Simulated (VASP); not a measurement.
# W (R-3m) in VASP: relaxation of cell and atoms with PBE

Aim: the relaxation of cell and atoms of W with PBE.

All numbers are computed with VASP 6.6.1; they aren't measurements. Logs are shortened: lines on timing, memory, paths and dates and some standing lists are left out, and cuts for length are marked.

## 1. The cell of the first run

The structure is trigonal, space group R-3m (No. 166). The conventional cell has a = 2.777 Å, b = 2.777 Å, c = 7.427 Å, α = 90.00°, β = 90.00°, γ = 120.00°. W (site symmetry -3m) has 12 W at 2.78 to 2.95 Å within 3.7 Å.

## 2. Relaxation of cell and atoms, PBE

Contents of INCAR:

```
SYSTEM = W
PREC = Accurate
ENCUT = 600
EDIFF = 1E-6
ISMEAR = 0
SIGMA = 0.1
LREAL = .False.
LASPH = .True.
NELM = 80
ALGO = Fast
ISIF = 3
LWAVE = .False.
LCHARG = .False.
GGA = PE
IBRION = 2
NSW = 65
EDIFFG = -0.01
```

Contents of KPOINTS:

```
Automatic mesh
0
Gamma
  18 18 6
  0 0 0
```

Contents of POSCAR:

```
W
1.0
    2.7765756484      0.0000000000      0.0000000000
   -1.3882878242      2.4045850471      0.0000000000
    0.0000000000      0.0000000000      7.4266686937
W
3
Direct
    0.0000000000      0.0000000000      0.0000000000
    0.3333333333      0.6666666667      0.3333333333
    0.6666666667      0.3333333333      0.6666666667
```

Potentials or basis: VASP PAW PBE potentials, release 64 (W_sv).

Run with:

```bash
> cat potpaw_PBE.64/W_sv/POTCAR > POTCAR
> mpirun -np 1 vasp_std > vasp.out
```

OUTCAR:

```text
SYSTEM = W
   PREC = Accurate
   ENCUT = 600
   EDIFF = 1E-6
   ISMEAR = 0
   LREAL = .False.
   LASPH = .True.
   NELM = 80
   ISIF = 3
   GGA = PE
   IBRION = 2
   NSW = 65
   EDIFFG = -0.01

 ion  position               nearest neighbor table
   1  0.000  0.000  0.000-   2 2.95   3 2.95   3 2.95   2 2.95   3 2.95   2 2.95
   2  0.333  0.667  0.333-   1 2.95   1 2.95   1 2.95   3 2.95   3 2.95   3 2.95
   3  0.667  0.333  0.667-   1 2.95   1 2.95   1 2.95   2 2.95   2 2.95   2 2.95

  LATTYP: Found a hexagonal cell.
 ALAT       =     2.7765756484
 C/A-ratio  =     2.6747582757

  Lattice vectors:

 A1 = (   2.7765756484,   0.0000000000,   0.0000000000)
 A2 = (  -1.3882878242,   2.4045850471,   0.0000000000)
 A3 = (   0.0000000000,   0.0000000000,   7.4266686937)

Analysis of symmetry for initial positions (statically):
=====================================================================
 Subroutine PRICEL returns following result:

  LATTYP: Found a trigonal (rhomboedric) cell.
 ALAT       =     2.9492659136
 COS(alpha) =     0.5568393790

  Lattice vectors:

 A1 = (   1.3882878241,  -0.8015283490,   2.4755562310)
 A2 = (  -0.0000000001,   1.6030566981,   2.4755562310)
 A3 = (  -1.3882878239,  -0.8015283492,   2.4755562317)

   3 primitive cells build up your supercell.

 Routine SETGRP: Setting up the symmetry group for a
 hexagonal supercell.

 Subroutine GETGRP returns: Found 12 space group operations
 (whereof 12 operations were pure point group operations)
 out of a pool of 24 trial point group operations.

The static configuration has the point symmetry D_3d.

Analysis of symmetry for dynamics (positions and initial velocities):
=====================================================================
 Subroutine PRICEL returns following result:

  LATTYP: Found a trigonal (rhomboedric) cell.
 ALAT       =     2.9492659136
 COS(alpha) =     0.5568393790

  Lattice vectors:

 A1 = (   1.3882878241,  -0.8015283490,   2.4755562310)
 A2 = (  -0.0000000001,   1.6030566981,   2.4755562310)
 A3 = (  -1.3882878239,  -0.8015283492,   2.4755562317)

   3 primitive cells build up your supercell.

 Routine SETGRP: Setting up the symmetry group for a
 hexagonal supercell.

 Subroutine GETGRP returns: Found 12 space group operations
 (whereof 12 operations were pure point group operations)
 out of a pool of 24 trial point group operations.

The dynamic configuration has the point symmetry D_3d.

 Subroutine INISYM returns: Found 12 space group operations
 (whereof 12 operations are pure point group operations),
 and found     3 'primitive' translations

----------------------------------------------------------------------------------------

                                     Primitive cell

  volume of cell :      16.5281

  direct lattice vectors                    reciprocal lattice vectors
     1.388287824 -0.801528349  2.475556231     0.360155864 -0.207936085  0.134649873
    -0.000000000  1.603056698  2.475556231    -0.000000000  0.415872169  0.134649873
    -1.388287824 -0.801528349  2.475556232    -0.360155863 -0.207936085  0.134649873

  length of vectors
     2.949265914  2.949265914  2.949265914     0.437127270  0.437127269  0.437127269

  position of ions in fractional coordinates (direct lattice)
     0.000000000  0.000000000  0.000000000

  ion indices of the primitive-cell ions
   primitive index   ion index
                 1           1

----------------------------------------------------------------------------------------

 KPOINTS: Automatic mesh

Automatic generation of k-mesh.
 Grid dimensions read from file:
 generate k-points for:   18   18    6

 Generating k-lattice:

  Cartesian coordinates                     Fractional coordinates (reciprocal lattice)
     0.020008659  0.011552005  0.000000000     0.055555556  0.000000000  0.000000000
     0.000000000  0.023104009  0.000000000     0.000000000  0.055555556  0.000000000
     0.000000000  0.000000000  0.022441646     0.000000000  0.000000000  0.166666667

  Length of vectors
     0.023104009  0.023104009  0.022441646

  Shift w.r.t. Gamma in fractional coordinates (k-lattice)
     0.000000000  0.000000000  0.000000000

 Subroutine IBZKPT returns following result:
 ===========================================

 Found    202 irreducible k-points:

 Following reciprocal coordinates:
            Coordinates               Weight
  0.000000  0.000000  0.000000      1.000000
  0.055556  0.000000  0.000000      6.000000
  0.111111  0.000000  0.000000      6.000000
  0.166667  0.000000  0.000000      6.000000
  0.222222 -0.000000  0.000000      6.000000
  0.277778  0.000000  0.000000      6.000000
[... 16 lines left out ...]
  0.333333  0.111111  0.000000     12.000000
  0.388889  0.111111  0.000000     12.000000
 [... further k-points ...]
   k-points           NKPTS =    202   k-points in BZ     NKDIM =    202   number of bands    NBANDS=     25
   number of dos      NEDOS =    301   number of ions     NIONS =      3
   total plane-waves  NPLWV =  34560
   dimension x,y,z NGX =    24 NGY =   24 NGZ =   60
   dimension x,y,z NGXF=    48 NGYF=   48 NGZF=  120
   ions per type =               3
   NGX,Y,Z   is equivalent  to a cutoff of  14.37, 14.37, 13.43 a.u.
   NGXF,Y,Z  is equivalent  to a cutoff of  28.74, 28.74, 26.86 a.u.
 SYSTEM =  W
   PREC   = accura    normal or accurate (medium, high low for compatibility)
   ISTART =      0    job   : 0-new  1-cont  2-samecut
   ICHARG =      2    charge: 1-file 2-atom 10-const
   ISPIN  =      1    spin polarized calculation?
   LNONCOLLINEAR =      F non collinear calculations
   LSORBIT =      F    spin-orbit coupling
   LASPH  =      T    aspherical Exc in radial PAW
   ENCUT  =  600.0 eV  44.10 Ry    6.64 a.u.   5.55  5.55 14.83*2*pi/ulx,y,z
   NELM   =     80;   NELMIN=  2; NELMDL= -5     # of ELM steps
   EDIFF  = 0.1E-05   stopping-criterion for ELM
   LREAL  =      F    real-space projection
   EDIFFG = -.1E-01   stopping-criterion for IOM
   NSW    =     65    number of steps for IOM
   IBRION =      2    ionic relax: 0-MD 1-quasi-New 2-CG
   NFREE  =      1    steps in history (QN), initial steepest desc. (CG)
   ISIF   =      3    stress and relaxation
   ISYM   =      2    0-nonsym 1-usesym 2-fastsym
   POTIM  = 0.5000    time-step for ionic-motion
   TEBEG  =    0.0;   TEEND  =   0.0 temperature during run
   PSTRESS=    0.0 pullay stress
   NELECT =      42.0000    total number of electrons
   NUPDOWN=      -1.0000    fix difference up-down
   EMIN   =  10.00;   EMAX   =-10.00  energy-range for DOS
   EFERMI =   0.00;   METHOD = LEGACY
   ISMEAR =     0;   SIGMA  =   0.10  broadening in eV -4-tet -1-fermi 0-gaus
   EFERMI_NEDOS =   21; number of points for ismear=-14 and -15
   IALGO  =     68    algorithm
   IMIX   =      4    mixing-type and parameters
     AMIX     =   0.40;   BMIX     =  1.00
     AMIX_MAG =   1.60;   BMIX_MAG =  1.00
  volume/ion in A,a.u.               =      16.53       111.54
  Fermi-wavevector in a.u.,A,eV,Ry     =   1.548971  2.927131 32.644621  2.399312
  Thomas-Fermi vector in A             =   2.653845
   LORBIT       =      0    0 simple, 1 ext, 2 COOP (PROOUT), +10 PAW based schemes
   GGA     = PE    functional components
   LHFCALC =     F    Hartree Fock is set to
   AEXX    =    0.0000 exact exchange contribution
   IVDW    =     0    specifies the selected vdW correction
   LEPSILON=     F    determine dielectric tensor
   LRPA    =     F    only Hartree local field effects (RPA)
 conjugate gradient relaxation of ions
 non-spin polarized calculation
 RMM-DIIS sequential band-by-band and
 Gauss-broadening in eV      SIGMA  =   0.10
  energy-cutoff  :      600.00
  volume of cell :       49.58
 maximum number of plane-waves:      1692
 NGX is ok and might be reduce to    24
   NGX = 11   NGY = 11   NGZ = 29

--------------------------------------- Ionic step        1  -------------------------------------------

 number of electron      42.0000003 magnetization

 Free energy of the ion-electron system (eV)
  ---------------------------------------------------
  ext. energy  EPLUGINS =         0.00000000
  ---------------------------------------------------
  free energy    TOTEN  =       -37.45499638 eV

  energy without entropy =      -37.44275633  energy(sigma->0) =      -37.44887635

------------------------ aborting loop because EDIFF is reached ----------------------------------------

  FORCE on cell =-STRESS in cart. coord.  units (eV):
  Direction    XX          YY          ZZ          XY          YZ          ZX
  --------------------------------------------------------------------------------------
  -------------------------------------------------------------------------------------
  Total        0.7970586      0.7970586     -1.0010299      0.0000000      0.0000000      0.0000000
  in kB       25.7547392     25.7547392    -32.3455061      0.0000000      0.0000000      0.0000000
  external PRESSURE =       6.3879908 kB  Pullay stress =       0.0000000 kB
[... 133 lines left out ...]
  energy  without entropy=      -37.4458044411  energy(sigma->0) =      -37.45266813

--------------------------------------- Ionic step        5  -------------------------------------------

 number of electron      42.0000006 magnetization

 Free energy of the ion-electron system (eV)
  ---------------------------------------------------
  ext. energy  EPLUGINS =         0.00000000
  ---------------------------------------------------
  free energy    TOTEN  =       -37.46763414 eV

  energy without entropy =      -37.45510276  energy(sigma->0) =      -37.46136845

 E-fermi :  10.4699     XC(G=0): -13.3931

 val. band max:       10.4687944656   @ k =   0.4444  -0.0000   0.1667
 cond. band min:      10.4728502860   @ k =   0.1111   0.0000   0.1667
 fundamental gap:      0.0040558204
 Fermi energy:        10.4699371592

 k-point     1 :       0.0000    0.0000    0.0000
  band No.  band energies     occupation
      1     -63.2983      2.00000
      2     -63.2412      2.00000
      3     -63.2412      2.00000
      4     -27.7934      2.00000
      5     -27.7934      2.00000
      6     -27.0737      2.00000
[... 661 lines left out ...]
     24      14.0032      0.00000
     25      14.2793      0.00000

 [... further k-points ...]
[... 5 lines left out ...]
  --------------------------------------------------------------------------------------
  -------------------------------------------------------------------------------------
  Total       -0.0015381     -0.0015381     -0.0131529      0.0000000     -0.0000000      0.0000000
  in kB       -0.0497125     -0.0497125     -0.4251032      0.0000000     -0.0000000      0.0000000
  external PRESSURE =      -0.1748427 kB  Pullay stress =       0.0000000 kB
[... 18 lines left out ...]
  FREE ENERGIE OF THE ION-ELECTRON SYSTEM (eV)
  ---------------------------------------------------
  free  energy   TOTEN  =       -37.4676341433 eV

  energy  without entropy=      -37.4551027620  energy(sigma->0) =      -37.46136845

 reached required accuracy - stopping structural energy minimisation
```

Wall time 23 min (1 thread of Oxide Virtual Turin-like, shared host); peak memory 0.33 GiB.

What came out:

```yaml
Free_energy: -37.4676 eV
Relaxed_volume: 16.52 Å³/atom
Relaxed_cell: a = 2.796 Å, b = 2.796 Å, c = 7.320 Å, α = 90.00°, β = 90.00°, γ = 120.00°
Space_group_after_relaxing_to_0.05_Å: R-3m (No. 166)
Energy_gained_by_relaxing: 4.2 meV/atom
Ionic_steps: 5
Pressure_after_relaxing: 0.0 GPa
Band_gap_on_the_k_mesh: zero (band 21 reaches 11.06 eV, above the bottom of band 22 at 9.97 eV)
```

The path:
```tsv
step	energy change (eV)	largest force (eV/Å)	pressure (GPa)	volume (Å³)
1	0.0000	0.0000	0.64	49.58
2	-0.0069	0.0000	-2.79	50.04
3	-0.0108	0.0000	-1.58	49.87
4	-0.0045	0.0000	3.54	48.94
5	-0.0126	0.0000	-0.02	49.57
```

Final structure:
```yaml
crystal:
  lattice:
    - [2.79641, 0.00000, 0.00000]
    - [-1.39820, 2.42176, 0.00000]
    - [0.00000, 0.00000, 7.31993]
  atoms:
    - { symbol: W, position: [0.00000, 0.00000, 0.00000] }
    - { symbol: W, position: [0.33333, 0.66667, 0.33333] }
    - { symbol: W, position: [0.66667, 0.33333, 0.66667] }
```

Caveat: spin-orbit coupling is left out, which moves the levels of the heavy elements.
